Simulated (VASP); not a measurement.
AlIn2As3: relaxation of cell and atoms with PBE

Crystal: AlIn2As3.

```
CELL_PARAMETERS angstrom
4.01565 0.00000 0.00000
-2.00783 3.47766 0.00000
0.00000 0.00000 19.79878
ATOMIC_POSITIONS crystal
Al 0.33333 0.66667 0.66689
Al 0.66667 0.33333 0.16689
In 0.33333 0.66667 0.00023
In 0.33333 0.66667 0.33356
In 0.66667 0.33333 0.50023
In 0.66667 0.33333 0.83356
As 0.33333 0.66667 0.12511
As 0.33333 0.66667 0.45844
As 0.33333 0.66667 0.79177
As 0.66667 0.33333 0.29177
As 0.66667 0.33333 0.62511
As 0.66667 0.33333 0.95844
```

| Item | Value |
| --- | --- |
| Program | VASP 6.6.1 |
| Task | relaxation of cell and atoms |
| Functional | PBE |
| Potentials or basis | VASP PAW PBE potentials, release 64 (Al, In_d, As) |
| Cutoff | 600 eV |
| k mesh | 6 × 6 × 1 |
| Occupations | gaussian, width 0.1 eV |
| Spin | no spin polarisation |
| Dipole correction | no |
| Further INCAR settings | ALGO = Normal; EDIFF = 1e-06; IBRION = 2; EDIFFG = -0.04; NSW = 90; ISIF = 3 |

```yaml
Relaxed_volume: 27.45 Å³/atom
Relaxed_cell: a = 4.253 Å, b = 4.253 Å, c = 21.022 Å, α = 90.00°, β = 90.00°, γ = 120.00°
Space_group_after_relaxing_to_0.05_Å: P6_3mc (No. 186)
Energy_gained_by_relaxing: 210.1 meV/atom
Ionic_steps: 9
Pressure_after_relaxing: 0.1 GPa
Largest_force_after_relaxing: 0.017 eV/Å
```

Forces in eV/Å, atoms in the order of the input:
```
Al   0.000  0.000  0.004
Al   0.000  0.000  0.004
In   0.000  0.000 -0.017
In   0.000  0.000  0.005
In   0.000  0.000 -0.017
In   0.000  0.000  0.005
As   0.000  0.000  0.010
As   0.000  0.000  0.010
As   0.000  0.000 -0.011
As   0.000  0.000 -0.011
As   0.000  0.000  0.010
As   0.000  0.000  0.010
```

Step by step:
```csv
step,energy change (eV),largest force (eV/Å),pressure (GPa),volume (Å³)
1,0.0000,1.7358,15.14,276.49
2,-1.7333,0.3363,-4.84,373.06
3,-2.3916,0.5636,-0.29,333.08
4,-2.4498,0.3689,-0.16,331.80
5,-2.5051,0.2991,0.24,328.67
6,-2.5055,0.2994,0.20,328.93
7,-2.5197,0.0854,-0.11,330.68
8,-2.5201,0.0457,-0.16,331.02
9,-2.5207,0.0174,0.09,329.35
```

Final structure:
```yaml
crystal:
  lattice:
    - [4.25330, 0.00000, 0.00000]
    - [-2.12665, 3.68346, 0.00000]
    - [0.00000, 0.00000, 21.02229]
  atoms:
    - { symbol: Al, position: [0.33333, 0.66667, 0.66666] }
    - { symbol: Al, position: [0.66667, 0.33333, 0.16666] }
    - { symbol: In, position: [0.33333, 0.66667, 0.00395] }
    - { symbol: In, position: [0.33333, 0.66667, 0.33096] }
    - { symbol: In, position: [0.66667, 0.33333, 0.50395] }
    - { symbol: In, position: [0.66667, 0.33333, 0.83096] }
    - { symbol: As, position: [0.33333, 0.66667, 0.13158] }
    - { symbol: As, position: [0.33333, 0.66667, 0.45784] }
    - { symbol: As, position: [0.33333, 0.66667, 0.78500] }
    - { symbol: As, position: [0.66667, 0.33333, 0.28500] }
    - { symbol: As, position: [0.66667, 0.33333, 0.63158] }
    - { symbol: As, position: [0.66667, 0.33333, 0.95784] }
```

Levels at points of the mesh, in eV from the Fermi level:
```
           k point  band 40  band 41  band 42  band 43  band 44  band 45  band 46  band 47  band 48  band 49
(0.00, 0.00, 0.00)    -0.38    -0.21    -0.21    -0.04    -0.04     0.00     0.72     0.92     1.33     1.45
(0.50, 0.00, 0.00)    -1.73    -1.51    -1.46    -1.32    -1.02     0.91     1.33     1.40     1.49     1.84
```

Wall time 18 min on 1 thread of Intel Xeon 6975P-C, with other jobs on the host, peak memory 0.51 GiB.

Caveat: the volume moved by over 15 % at a fixed basis, so the end points are rough; spin-orbit coupling is left out, which moves the levels of the heavy elements.
